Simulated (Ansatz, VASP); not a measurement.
## One calculation of PbO2, two programs

File INCAR:

```
SYSTEM = PbO2
PREC     = Accurate       ! precision mode
ENCUT    = 600            ! plane-wave cutoff, eV
EDIFF    = 1E-6           ! SCF threshold, eV
ISMEAR   = 0              ! smearing method
SIGMA    = 0.01           ! smearing width, eV
LREAL    = .FALSE.        ! projectors in reciprocal space
LASPH    = .TRUE.         ! aspherical terms in the spheres
NELM     = 120            ! most SCF steps
ALGO     = Normal         ! electronic algorithm
ISIF     = 2              ! what is computed and relaxed
LWAVE    = .FALSE.        ! write WAVECAR
LCHARG   = .FALSE.        ! write CHGCAR
GGA      = PE             ! functional
NBANDS   = 20             ! bands
GGA_COMPAT= .FALSE.
```

The input KPOINTS:

```
Automatic mesh
0
G
  3 3 3
  0 0 0
```

POSCAR

```
PbO2
1.0
    3.1937679100     -0.0517993900      0.0823520900
   -1.6417438600      3.0087051200     -0.0805647100
    0.1344797900     -0.0742716600      5.2912420000
Pb O
1 2
Direct
    0.8367930000      0.2607780000      0.8661140000
    1.0727320000      0.9176430000      1.1045250000
    1.3347450000      0.5442500000      1.6692410000
```

Input for Ansatz:

```yaml
crystal:
  lattice:
    - [3.19376791, -0.05179939, 0.08235209]
    - [-1.64174386, 3.00870512, -0.08056471]
    - [0.13447979, -0.07427166, 5.291242]
  atoms:
    - { symbol: Pb, position: [0.836793, 0.260778, 0.866114] }
    - { symbol: O, position: [1.072732, 0.917643, 1.104525] }
    - { symbol: O, position: [1.334745, 0.54425, 1.669241] }
basis:
  precision: f64
  xc_grid: 2
  ecutwfc: 700
  ecutrho_ratio: 4
kpoints:
  mp_grid: { grid: [3, 3, 3], shift: [0, 0, 0] }
hamiltonian:
  xc: pbe
  dispersion: none
  pseudopotentials:
    kind: paw
    azcp:
      O: "pseudopotentials/O.paw.azcp"
      Pb: "pseudopotentials/Pb.paw.azcp"
magnetization:
  spin_polarized: false
scf:
  lower_state_search: "off"
  max_iter: 200
  occupations: { method: fixed }
  convergence: { dr2_threshold: "1e-10 eV" }
output:
  forces: true
  stress: true
  eigenvalues: true
```

Alike in both runs: task single point; functional PBE; k mesh 3 × 3 × 3; no spin polarisation.

```csv
,VASP,Ansatz
version,VASP 6.6.1,Ansatz 0.2.0-dev
potentials or method,"VASP PAW PBE potentials, release 64 (Pb_d, O), cutoff 600 eV",hard PAW set made for 700 eV
occupations,"gaussian, width 0.01 eV",fixed
```

Ansatz gave:

```
gap on the k mesh at the Fermi level (eV) : 0.97
rms of the force components (eV/Å)        : 6.360
```

Problem. Which values does VASP return?

Solution. gap on the k mesh at the Fermi level (eV): 0.95; rms of the force components (eV/Å): 6.210.

Atom by atom the forces differ by 0.153 eV/Å (rms over components).

The k mesh is coarse, so the values compare programs but aren't converged. Spin-orbit coupling is off throughout.
